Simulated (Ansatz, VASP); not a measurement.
**InGa3P4: VASP beside Ansatz**

File INCAR:

```
ALGO     = Normal         # electronic algorithm
EDIFF    = 1E-7           # SCF threshold, eV
ENCUT    = 520            # plane-wave cutoff, eV
GGA      = PE             # functional
ISIF     = 2              # what is computed and relaxed
ISMEAR   = 0              # smearing method
LASPH    = True           # aspherical terms in the spheres
LCHARG   = True           # write CHGCAR
LELF     = True           # ELF
LREAL    = False          # projectors in reciprocal space
LVHAR    = True         
LWAVE    = False          # write WAVECAR
NBANDS   = 46             # bands
NELM     = 80             # most SCF steps
PREC     = Accurate       # precision mode
SIGMA    = 0.1            # smearing width, eV
```

KPOINTS

```
k-points
0
Gamma
  4 4 4
```

The input POSCAR:

```
InGa3P4
1.0
    5.6208980000      0.0000000000      0.0000000000
    0.0000000000      5.6208980000      0.0000000000
    0.0000000000      0.0000000000      5.6208980000
In Ga P
1 3 4
Direct
    0.5000000000      0.5000000000      0.5000000000
    0.0000000000      0.0000000000      0.5000000000
    0.0000000000      0.5000000000      0.0000000000
    0.5000000000      0.0000000000      0.0000000000
    0.7600130000      0.7600130000      0.7600130000
    0.7600130000      0.2399870000      0.2399870000
    0.2399870000      0.7600130000      0.2399870000
    0.2399870000      0.2399870000      0.7600130000
```

Input for Ansatz:

```yaml
crystal:
  lattice:
    - [5.620898, 0.0, 0.0]
    - [0.0, 5.620898, 0.0]
    - [0.0, 0.0, 5.620898]
  atoms:
    - { symbol: In, position: [0.5, 0.5, 0.5] }
    - { symbol: Ga, position: [0.0, 0.0, 0.5] }
    - { symbol: Ga, position: [0.0, 0.5, 0.0] }
    - { symbol: Ga, position: [0.5, 0.0, 0.0] }
    - { symbol: P, position: [0.760013, 0.760013, 0.760013] }
    - { symbol: P, position: [0.760013, 0.239987, 0.239987] }
    - { symbol: P, position: [0.239987, 0.760013, 0.239987] }
    - { symbol: P, position: [0.239987, 0.239987, 0.760013] }
basis:
  ecutwfc: 420
kpoints:
  mp_grid: { grid: [4, 4, 4] }
hamiltonian:
  xc: pbe
scf:
  occupations: { method: gaussian, width: 0.1 }
  lower_state_search: "off"
output:
  forces: true
  stress: true
  eigenvalues: true
```

Alike in both runs: task single point; functional PBE; k mesh 4 × 4 × 4; occupations gaussian, width 0.1 eV; no spin polarisation.

|  | VASP | Ansatz |
| --- | --- | --- |
| version | VASP 6.6.1 | Ansatz 0.2.0 |
| potentials or method | VASP PAW PBE potentials, release 64 (In_d, Ga_d, P), cutoff 520 eV | scalar-relativistic, plane waves, PAW |
| valence electrons in the cell | 72 | 72 |

```tsv
	VASP	Ansatz	Ansatz less VASP
gap on the k mesh at the Fermi level (eV)	1.04	1.04	+0.004
least direct gap on the mesh (eV)	1.04	1.04	+0.004
pressure (GPa)	0.0	0.0	+0.01
```

With one functional, cell and mesh, what is left measures potentials, basis and numerics.
